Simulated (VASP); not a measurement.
Runs of VASP 6.6.1 on Ni. The structure is that of space group Fm-3m (No. 225), or close to it. The cells are those of the table. 

```csv
task,spin,cell,gap on the mesh (eV),pressure (GPa),moment (μB)
single point,"collinear, ferromagnetic start","a = 2.521 Å, angles 60.0°, 1 atom",none,(b),0.65
single point,"collinear, ferromagnetic start","a = 2.488 Å, angles 60.0°, 1 atom",none,0.0,0.64
electric field gradients,"collinear, ferromagnetic start","a = 2.488 Å, angles 60.0°, 1 atom",none,0.0,0.65
single point,"collinear, ferromagnetic start","a = 2.505 Å, angles 60.0°, 1 atom",none,-4.2,0.65
single point,"collinear, ferromagnetic start","a = 2.454 Å, angles 60.0°, 1 atom",none,8.9,0.64
single point,off,"a = 2.488 Å, angles 60.0°, 1 atom",none,(a),-
single point,"collinear, ferromagnetic start","a = 2.471 Å, angles 60.0°, 1 atom",none,4.0,0.64
```

Alike in all rows: level PBE; potentials or basis VASP PAW PBE potentials, release 64 (Ni); k mesh 22 × 22 × 22; cutoff (eV) 520; smearing gaussian 0.05 eV.

Problem. Fill in the values left out.

Solution. (a) -1.1; (b) -7.1.

Caveats: the cell stands under tension (at least some runs); the cell stands under pressure (at least some runs).

A gap of «none» marks levels without a gap at the run's occupations.
